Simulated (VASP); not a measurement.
# Te2Mo (P-6m2) in VASP: dielectric tensor with PBE

Aim: the dielectric tensor of Te2Mo with PBE.

All numbers are computed with VASP 6.6.1; they aren't measurements. Logs are shortened: lines on timing, memory, paths and dates and some standing lists are left out, and cuts for length are marked.

## 1. The cell of the first run

Symmetry: P-6m2, No. 187, hexagonal system. The conventional cell has a = 3.537 Å, b = 3.537 Å, c = 7.827 Å, α = 90.00°, β = 90.00°, γ = 120.00°. Within 3.6 Å of Te (site symmetry 3m) lie 3 Mo at 2.72 Å and 7 Te at 3.54 to 3.59 Å. Within 3.6 Å of Mo (site symmetry -6m2) lie 6 Te at 2.72 Å and 6 Mo at 3.54 Å.

## 2. Dielectric tensor, PBE

File INCAR:

```
SYSTEM = Te2Mo
  PREC = Accurate
  ENCUT = 520
  EDIFF = 1E-8
  ISMEAR = 0
  SIGMA = 0.01
  LREAL = .False.
  LASPH = .True.
  NELM = 100
  ALGO = Normal
  ISIF = 2
  LWAVE = .False.
  LCHARG = .False.
  GGA = PE
  LEPSILON = .True.
```

File KPOINTS:

```
regular mesh
0
Gamma
  9 9 4
  0 0 0
```

File POSCAR:

```
Te2Mo
1.0
    3.5370821734      0.0000000000      0.0000000000
   -1.7685410867      3.0632030175      0.0000000000
    0.0000000000      0.0000000000      7.8268794133
Te Mo
2 1
Direct
    0.3333333333      0.6666666667      0.7705211644
    0.3333333333      0.6666666667      0.2294788356
    0.0000000000      0.0000000000      0.0000000000
```

Potentials or basis: VASP PAW PBE potentials, release 64 (Te, Mo_sv).

Started as:

```sh
$ cat potpaw_PBE.64/Te/POTCAR potpaw_PBE.64/Mo_sv/POTCAR > POTCAR
$ mpirun -np 1 vasp_std > vasp.out
```

OUTCAR:

```text
SYSTEM = Te2Mo
   PREC = Accurate
   ENCUT = 520
   EDIFF = 1E-8
   ISMEAR = 0
   LREAL = .False.
   LASPH = .True.
   NELM = 100
   ISIF = 2
   GGA = PE
   LEPSILON = .True.

 ion  position               nearest neighbor table
   1  0.333  0.667  0.771-   3 2.72   3 2.72   3 2.72   2 3.59
   2  0.333  0.667  0.229-   3 2.72   3 2.72   3 2.72   1 3.59
   3  0.000  0.000  0.000-   1 2.72   2 2.72   1 2.72   2 2.72   1 2.72   2 2.72

  LATTYP: Found a hexagonal cell.
 ALAT       =     3.5370821734
 C/A-ratio  =     2.2128067796

  Lattice vectors:

 A1 = (   3.5370821734,   0.0000000000,   0.0000000000)
 A2 = (  -1.7685410867,   3.0632030175,   0.0000000000)
 A3 = (   0.0000000000,   0.0000000000,   7.8268794133)

Analysis of symmetry for initial positions (statically):
=====================================================================
 Subroutine PRICEL returns:
 Original cell was already a primitive cell.

 Routine SETGRP: Setting up the symmetry group for a
 hexagonal supercell.

 Subroutine GETGRP returns: Found 12 space group operations
 (whereof 12 operations were pure point group operations)
 out of a pool of 24 trial point group operations.

The static configuration has the point symmetry D_3h.

Analysis of symmetry for dynamics (positions and initial velocities):
=====================================================================
 Subroutine PRICEL returns:
 Original cell was already a primitive cell.

 Routine SETGRP: Setting up the symmetry group for a
 hexagonal supercell.

 Subroutine GETGRP returns: Found 12 space group operations
 (whereof 12 operations were pure point group operations)
 out of a pool of 24 trial point group operations.

The dynamic configuration has the point symmetry D_3h.

 Subroutine INISYM returns: Found 12 space group operations
 (whereof 12 operations are pure point group operations),
 and found     1 'primitive' translations

----------------------------------------------------------------------------------------

                                     Primitive cell

  volume of cell :      84.8027

  direct lattice vectors                    reciprocal lattice vectors
     3.537082173  0.000000000  0.000000000     0.282718905  0.163227836  0.000000000
    -1.768541087  3.063203017  0.000000000     0.000000000  0.326455672  0.000000000
     0.000000000  0.000000000  7.826879413     0.000000000  0.000000000  0.127764841

  length of vectors
     3.537082173  3.537082173  7.826879413     0.326455672  0.326455672  0.127764841

  position of ions in fractional coordinates (direct lattice)
     0.333333333  0.666666667  0.770521164
     0.333333333  0.666666667  0.229478836
     0.000000000  0.000000000  0.000000000

  ion indices of the primitive-cell ions
   primitive index   ion index
                 1           1
                 2           2
                 3           3

----------------------------------------------------------------------------------------

 KPOINTS: regular mesh

Automatic generation of k-mesh.
 Grid dimensions read from file:
 generate k-points for:    9    9    4

 Generating k-lattice:

  Cartesian coordinates                     Fractional coordinates (reciprocal lattice)
     0.031413212  0.018136426  0.000000000     0.111111111  0.000000000  0.000000000
     0.000000000  0.036272852  0.000000000     0.000000000  0.111111111  0.000000000
[... 78 lines left out ...]
     AMIX_MAG =   1.60;   BMIX_MAG =  1.00
  volume/ion in A,a.u.               =      28.27       190.76
  Fermi-wavevector in a.u.,A,eV,Ry     =   1.103899  2.086067 16.579971  1.218593
  Thomas-Fermi vector in A             =   2.240364
   LORBIT       =      0    0 simple, 1 ext, 2 COOP (PROOUT), +10 PAW based schemes
   GGA     = PE    functional components
   LHFCALC =     F    Hartree Fock is set to
   AEXX    =    0.0000 exact exchange contribution
   IVDW    =     0    specifies the selected vdW correction
   LEPSILON=     T    determine dielectric tensor
   LRPA    =     F    only Hartree local field effects (RPA)
 non-spin polarized calculation
 Gauss-broadening in eV      SIGMA  =   0.01
  energy-cutoff  :      520.00
  volume of cell :       84.80
 maximum number of plane-waves:      2327
 NGX is ok and might be reduce to    28
   NGX = 13   NGY = 13   NGZ = 29

--------------------------------------- Ionic step        1  -------------------------------------------

 number of electron      25.9999996 magnetization

 E-fermi :   6.6367     XC(G=0):  -9.5982

 val. band max:        6.5214680667   @ k =   0.3333   0.3333   0.5000
 cond. band min:       7.5782609679   @ k =   0.3333   0.3333   0.0000
 fundamental gap:      1.0567929012
 Fermi energy:         6.6366934303

 k-point     1 :       0.0000    0.0000    0.0000
  band No.  band energies     occupation
      1     -54.1649      2.00000
      2     -28.3245      2.00000
      3     -28.2107      2.00000
      4     -28.2107      2.00000
      5      -6.1614      2.00000
      6      -5.0969      2.00000
[... 457 lines left out ...]
      4     -28.2877      2.00000
      5      -3.8466      2.00000
      6      -3.6042      2.00000
[... 9 lines left out ...]
     16       9.0359      0.00000
     17      10.6360      0.00000

 [... further k-points ...]

  FORCE on cell =-STRESS in cart. coord.  units (eV):
  Direction    XX          YY          ZZ          XY          YZ          ZX
  --------------------------------------------------------------------------------------
  -------------------------------------------------------------------------------------
  Total        0.7385580      0.7385580      1.3822608      0.0000000     -0.0000000      0.0000000
  in kB       13.9535790     13.9535790     26.1150585      0.0000000     -0.0000000      0.0000000
  external PRESSURE =      18.0074055 kB  Pullay stress =       0.0000000 kB

 VOLUME and BASIS-vectors are now :
 -----------------------------------------------------------------------------
  energy-cutoff  :      520.00
  volume of cell :       84.80
      direct lattice vectors                 reciprocal lattice vectors
     3.537082173  0.000000000  0.000000000     0.282718905  0.163227836  0.000000000
    -1.768541087  3.063203017  0.000000000     0.000000000  0.326455672  0.000000000
     0.000000000  0.000000000  7.826879413     0.000000000  0.000000000  0.127764841

 POSITION                                       TOTAL-FORCE (eV/Angst)
 -----------------------------------------------------------------------------------
     -0.00000      2.04214      6.03078        -0.000000      0.000000     -0.207034
     -0.00000      2.04214      1.79610        -0.000000      0.000000      0.207034
      0.00000      0.00000      0.00000         0.000000     -0.000000      0.000000
 -----------------------------------------------------------------------------------
    total drift:                                0.000000     -0.000000     -0.000000

  FREE ENERGIE OF THE ION-ELECTRON SYSTEM (eV)
  ---------------------------------------------------
  free  energy   TOTEN  =       -18.0008843807 eV

  energy  without entropy=      -18.0008843807  energy(sigma->0) =      -18.00088438

 HEAD OF MICROSCOPIC STATIC DIELECTRIC TENSOR (INDEPENDENT PARTICLE, excluding Hartree and local field effects)
 ------------------------------------------------------
          18.521843    -0.000000    -0.000000
           0.000000    18.521843     0.000000
          -0.000000     0.000000     9.937222
 ------------------------------------------------------

 Free energy of the ion-electron system (eV)
  ---------------------------------------------------
  ---------------------------------------------------
  free energy    TOTEN  =        -4.22659788 eV

  energy without entropy =       -4.22659788

------------------------ aborting loop because EDIFF is reached ----------------------------------------

--------------------------------------- Ionic step        2  -------------------------------------------

------------------------ aborting loop because EDIFF is reached ----------------------------------------

--------------------------------------- Ionic step        3  -------------------------------------------

 Free energy of the ion-electron system (eV)
  ---------------------------------------------------
  ---------------------------------------------------
  free energy    TOTEN  =        -1.15898370 eV

  energy without entropy =       -1.15898370

------------------------ aborting loop because EDIFF is reached ----------------------------------------

 PIEZOELECTRIC TENSOR FIELD DIRECTION 3  (e Angst)
 -----------------------------------------------------------------------------
     0.00086  0.00000  0.00000           (  0.00001  0.00000  0.00000)
     0.00000  0.00086  0.00000           (  0.00000  0.00001  0.00000)
     0.00000  0.00000 -0.00722           (  0.00000  0.00000 -0.00001)

 PIEZOELECTRIC TENSOR FIELD DIRECTION 3  (C/m^2)
 -----------------------------------------------------------------------------
     0.00016  0.00000  0.00000
     0.00000  0.00016  0.00000
     0.00000  0.00000 -0.00136

 MACROSCOPIC STATIC DIELECTRIC TENSOR (including local field effects in DFT)
 ------------------------------------------------------
          17.773863    -0.000000     0.000000
           0.000000    17.773863    -0.000000
           0.000000     0.000000     5.517816
 ------------------------------------------------------

 PIEZOELECTRIC TENSOR (including local field effects)  for field in x, y, z        (e  Angst)
          XX          YY          ZZ          XY          YZ          ZX
  --------------------------------------------------------------------------------
  x     0.00000     0.00000     0.00000     1.71804     0.00000     0.00000
  y     1.71804    -1.71804     0.00000    -0.00000     0.00000     0.00000
  z     0.00000     0.00000     0.00000     0.00000     0.00000     0.00000

 PIEZOELECTRIC TENSOR (including local field effects)  for field in x, y, z        (C/m^2)
          XX          YY          ZZ          XY          YZ          ZX
  --------------------------------------------------------------------------------
  x     0.00000     0.00000     0.00000     0.32459     0.00000     0.00000
  y     0.32459    -0.32459     0.00000    -0.00000     0.00000     0.00000
  z     0.00000     0.00000     0.00000     0.00000     0.00000     0.00000

 BORN EFFECTIVE CHARGES (including local field effects) (in |e|, cummulative output)
 ---------------------------------------------------------------------------------
 ion    1
    1     1.61868    -0.00000     0.00000
    2    -0.00000     1.61868     0.00000
    3    -0.00000     0.00000     0.43823
 ion    2
    1     1.61868    -0.00000     0.00000
    2    -0.00000     1.61868     0.00000
    3     0.00000    -0.00000     0.43823
 ion    3
    1    -3.23736     0.00000     0.00000
    2     0.00000    -3.23736     0.00000
    3    -0.00000     0.00000    -0.87647
```

Run time: 21 min. Hardware: 1 thread of Oxide Virtual Turin-like, shared host; peak memory 0.5 GiB.

Results:

| Item | Value |
| --- | --- |
| Band gap on the k mesh | 1.06 eV (least direct gap 1.07 eV) |
| Electronic dielectric tensor (diagonal) | 17.77, 17.77, 5.52 |
| Born charges (mean of the diagonal) | Te +1.23; Mo -2.45 e |

Electronic dielectric tensor:
```
17.77  0.00  0.00
 0.00 17.77  0.00
 0.00  0.00  5.52
```

Born effective charge tensors (e):
atom 1, Te
```
1.62 0.00 0.00
0.00 1.62 0.00
0.00 0.00 0.44
```
atom 2, Te
```
1.62 0.00 0.00
0.00 1.62 0.00
0.00 0.00 0.44
```
atom 3, Mo
```
-3.24  0.00  0.00
 0.00 -3.24  0.00
 0.00  0.00 -0.88
```

Caveat: spin-orbit coupling is left out, which moves the levels of the heavy elements; this functional lacks dispersion, which binds layers or chains, so the pressure and a relaxed spacing across them are unreliable. A k mesh can miss the band edges.
